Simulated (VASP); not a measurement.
# HfN (P6_3/mmc) in VASP: single point with PBEsol+D3(BJ)

Aim: the single point of HfN with PBEsol+D3(BJ).

All numbers are computed with VASP 6.6.1; they aren't measurements. Logs are shortened: lines on timing, memory, paths and dates and some standing lists are left out, and cuts for length are marked.

### 1 The cell of the first run

Symmetry: P6_3/mmc, No. 194, hexagonal system. The conventional cell has a = 3.134 Å, b = 3.134 Å, c = 5.417 Å, α = 90.00°, β = 90.00°, γ = 120.00°. Hf (site symmetry -6m2) has 6 N at 2.26 Å within 3.0 Å. N (site symmetry -3m) has 6 Hf at 2.26 Å and 2 N at 2.71 Å within 3.0 Å.

### 2 Single point, PBEsol+D3(BJ)

The input, INCAR:

```
PREC = Accurate
ENCUT = 600
EDIFF = 1E-6
ISMEAR = -1
SIGMA = 0.1
LREAL = F
LASPH = T
NELM = 120
ALGO = Normal
ISIF = 2
LWAVE = F
LCHARG = T
GGA = PS
IVDW = 12
LELF = T
LVHAR = T
NBANDS = 23
GGA_COMPAT = F
```

The input, KPOINTS:

```
Automatic mesh
0
Gamma
  8 8 4
```

The input, POSCAR:

```
HfN
1.0
    3.1339080000      0.0000000000      0.0000000000
   -1.5669540000      2.7140439411      0.0000000000
    0.0000000000      0.0000000000      5.4167680000
Hf N
2 2
Direct
    0.6666670000      0.3333330000      0.7500000000
    0.3333330000      0.6666670000      0.2500000000
    0.0000000000      0.0000000000      0.0000000000
    0.0000000000      0.0000000000      0.5000000000
```

Potentials or basis: VASP PAW PBE potentials, release 64 (Hf_pv, N).

Run with:

```sh
$ cat potpaw_PBE.64/Hf_pv/POTCAR potpaw_PBE.64/N/POTCAR > POTCAR
$ mpirun -np 1 vasp_std > vasp.out
```

OUTCAR:

```text
PREC = Accurate
   ENCUT = 600
   EDIFF = 1E-6
   ISMEAR = -1
   LREAL = F
   LASPH = T
   NELM = 120
   ISIF = 2
   GGA = PS
   IVDW = 12
 IVDW          = 12

 ion  position               nearest neighbor table
   1  0.667  0.333  0.750-   3 2.26   4 2.26   3 2.26   4 2.26   3 2.26   4 2.26   2 3.26   2 3.26
                             2 3.26   2 3.26   2 3.26   2 3.26
   2  0.333  0.667  0.250-   3 2.26   4 2.26   3 2.26   4 2.26   3 2.26   4 2.26   1 3.26   1 3.26
                             1 3.26   1 3.26   1 3.26   1 3.26
   3  0.000  0.000  0.000-   1 2.26   2 2.26   2 2.26   1 2.26   1 2.26   2 2.26
   4  0.000  0.000  0.500-   1 2.26   2 2.26   2 2.26   1 2.26   1 2.26   2 2.26

  LATTYP: Found a hexagonal cell.
 ALAT       =     3.1339080000
 C/A-ratio  =     1.7284387417

  Lattice vectors:

 A1 = (   3.1339080000,   0.0000000000,   0.0000000000)
 A2 = (  -1.5669540000,   2.7140439411,   0.0000000000)
 A3 = (   0.0000000000,   0.0000000000,   5.4167680000)

Analysis of symmetry for initial positions (statically):
=====================================================================
 Subroutine PRICEL returns:
 Original cell was already a primitive cell.

 Routine SETGRP: Setting up the symmetry group for a
 hexagonal supercell.

 Subroutine GETGRP returns: Found 24 space group operations
 (whereof 12 operations were pure point group operations)
 out of a pool of 24 trial point group operations.

The static configuration has the point symmetry D_3d.
 The point group associated with its full space group is D_6h.

Analysis of symmetry for dynamics (positions and initial velocities):
=====================================================================
 Subroutine PRICEL returns:
 Original cell was already a primitive cell.

 Routine SETGRP: Setting up the symmetry group for a
 hexagonal supercell.

 Subroutine GETGRP returns: Found 24 space group operations
 (whereof 12 operations were pure point group operations)
 out of a pool of 24 trial point group operations.

The dynamic configuration has the point symmetry D_3d.
 The point group associated with its full space group is D_6h.

 Subroutine INISYM returns: Found 24 space group operations
 (whereof 12 operations are pure point group operations),
 and found     1 'primitive' translations

----------------------------------------------------------------------------------------

[... 94 lines left out ...]
   ENCUT  =  600.0 eV  44.10 Ry    6.64 a.u.   6.26  6.26 10.82*2*pi/ulx,y,z
   NELM   =    120;   NELMIN=  2; NELMDL= -5     # of ELM steps
   EDIFF  = 0.1E-05   stopping-criterion for ELM
   LREAL  =      F    real-space projection
   EDIFFG = 0.1E-04   stopping-criterion for IOM
   NSW    =      0    number of steps for IOM
   IBRION =     -1    ionic relax: 0-MD 1-quasi-New 2-CG
   NFREE  =      0    steps in history (QN), initial steepest desc. (CG)
   ISIF   =      2    stress and relaxation
   ISYM   =      2    0-nonsym 1-usesym 2-fastsym
   POTIM  = 0.5000    time-step for ionic-motion
   TEBEG  =    0.0;   TEEND  =   0.0 temperature during run
   PSTRESS=    0.0 pullay stress
   NELECT =      30.0000    total number of electrons
   NUPDOWN=      -1.0000    fix difference up-down
   EMIN   =  10.00;   EMAX   =-10.00  energy-range for DOS
   EFERMI =   0.00;   METHOD = LEGACY
   ISMEAR =    -1;   SIGMA  =   0.10  broadening in eV -4-tet -1-fermi 0-gaus
   EFERMI_NEDOS =   21; number of points for ismear=-14 and -15
   IALGO  =     38    algorithm
   IMIX   =      4    mixing-type and parameters
     AMIX     =   0.40;   BMIX     =  1.00
     AMIX_MAG =   1.60;   BMIX_MAG =  1.00
  volume/ion in A,a.u.               =      11.52        77.73
  Fermi-wavevector in a.u.,A,eV,Ry     =   1.418951  2.681429 27.394277  2.013423
  Thomas-Fermi vector in A             =   2.540023
   LORBIT       =      0    0 simple, 1 ext, 2 COOP (PROOUT), +10 PAW based schemes
   GGA     = PS    functional components
   LHFCALC =     F    Hartree Fock is set to
   AEXX    =    0.0000 exact exchange contribution
   IVDW    =    12    specifies the selected vdW correction
   LEPSILON=     F    determine dielectric tensor
   LRPA    =     F    only Hartree local field effects (RPA)
 non-spin polarized calculation
  energy-cutoff  :      600.00
  volume of cell :       46.07
 maximum number of plane-waves:      1581
 NGX is ok and might be reduce to    28
   NGX = 13   NGY = 13   NGZ = 21

 number of electron      29.9999998 magnetization

 Free energy of the ion-electron system (eV)
  ---------------------------------------------------
  ext. energy  EPLUGINS =         0.00000000
  ---------------------------------------------------
  free energy    TOTEN  =       -45.86353010 eV

  energy without entropy =      -45.81435457  energy(sigma->0) =      -45.83894233

 E-fermi :   7.6135     XC(G=0): -12.9038

 val. band max:        7.6103997868   @ k =   0.1250   0.0000   0.2500
 cond. band min:       7.6160247242   @ k =   0.2500   0.2500   0.5000
 fundamental gap:      0.0056249374
 Fermi energy:         7.6135263117

 k-point     1 :       0.0000    0.0000    0.0000
  band No.  band energies     occupation
      1     -23.8818      2.00000
      2     -23.0108      2.00000
      3     -22.9096      2.00000
      4     -22.9096      2.00000
      5     -22.8481      2.00000
      6     -22.8481      2.00000
[... 613 lines left out ...]
     22      13.2408      0.00000
     23      14.9937      0.00000

 [... further k-points ...]

------------------------ aborting loop because EDIFF is reached ----------------------------------------

 Edisp (eV)   -1.55360

 E8    (eV) :    -1.0904

  FORCE on cell =-STRESS in cart. coord.  units (eV):
  Direction    XX          YY          ZZ          XY          YZ          ZX
  --------------------------------------------------------------------------------------
  -------------------------------------------------------------------------------------
  Total      -2.79777    -2.79777    -2.84706     0.00000    -0.00000     0.00000
  in kB     -97.29248   -97.29248   -99.00659     0.00000    -0.00000     0.00000
  external pressure =      -97.86 kB  Pullay stress =        0.00 kB

 VOLUME and BASIS-vectors are now :
 -----------------------------------------------------------------------------
  energy-cutoff  :      600.00
  volume of cell :       46.07
      direct lattice vectors                 reciprocal lattice vectors
     3.133908000  0.000000000  0.000000000     0.319090414  0.184226936  0.000000000
    -1.566954000  2.714043941  0.000000000     0.000000000  0.368453872  0.000000000
     0.000000000  0.000000000  5.416768000     0.000000000  0.000000000  0.184611931

 POSITION                                       TOTAL-FORCE (eV/Angst)
 -----------------------------------------------------------------------------------
      1.56696      0.90468      4.06258         0.000000      0.000000      0.000000
     -0.00000      1.80936      1.35419        -0.000000     -0.000000      0.000000
      0.00000      0.00000      0.00000        -0.000000      0.000000      0.000000
      0.00000      0.00000      2.70838        -0.000000      0.000000      0.000000
 -----------------------------------------------------------------------------------
    total drift:                               -0.000463      0.000135     -0.000019

  FREE ENERGIE OF THE ION-ELECTRON SYSTEM (eV)
  ---------------------------------------------------
  free  energy   TOTEN  =       -47.4171273342 eV

  energy  without entropy=      -47.3679518108  energy(sigma->0) =      -47.39253957
```

It took 88 s on 1 thread of Intel Xeon 8259CL, shared host; peak memory 0.21 GiB.

Results:

- Free energy: -47.4171 eV
- Pressure: -9.8 GPa
- Band gap on the k mesh: zero (band 15 reaches 9.62 eV, above the bottom of band 16 at 7.31 eV)
- Dispersion energy per atom: -0.388 eV

Stress tensor (GPa, compression positive):
```
-9.73  0.00  0.00
 0.00 -9.73  0.00
 0.00  0.00 -9.90
```

Caveat: three body term missing; the PAW data sets were made with another functional, which shifts forces and pressure a little; spin-orbit coupling is left out, which moves the levels of the heavy elements; pairwise dispersion overbinds metals, which lowers pressure and volume.
